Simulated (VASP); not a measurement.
Here is a VASP 6.6.1 calculation.

Contents of INCAR:

```
SYSTEM = TaN
PREC = Accurate
ENCUT = 520
EDIFF = 1E-7
ISMEAR = 0
SIGMA = 0.15
LREAL = .FALSE.
LASPH = .TRUE.
NELM = 80
ALGO = Normal
ISIF = 2
LWAVE = .FALSE.
LCHARG = .TRUE.
GGA = PE
LELF = .TRUE.
LVHAR = .TRUE.
NBANDS = 15
```

File KPOINTS:

```
Automatic mesh
0
G
  24 24 24
  0 0 0
```

Contents of POSCAR:

```
TaN
1.0
    0.0000000000      2.2748938213      2.2417642997
    2.2748938213      0.0000000000      2.2417642997
    2.2748938213      2.2748938213      0.0000000000
Ta N
1 1
Direct
    0.5000000000      0.5000000000      0.5000000000
    0.0000000000      0.0000000000      0.0000000000
```

Potentials or basis: VASP PAW PBE potentials, release 64 (Ta_pv, N).

Launch:

```console
$ cat potpaw_PBE.64/Ta_pv/POTCAR potpaw_PBE.64/N/POTCAR > POTCAR
$ mpirun -np 1 vasp_std > vasp.out
```

(1) What does it give for the band gap on the k mesh?

(2) What does it give for the pressure?

Results:

(1) zero (band 8 reaches 10.16 eV, above the bottom of band 9 at 6.65 eV).

(2) -20.0 GPa.

Caveat: the cell differs from its parent crystal (strain +0.030 along x and y, +0.015 along z); spin-orbit coupling is left out, which moves the levels of the heavy elements.
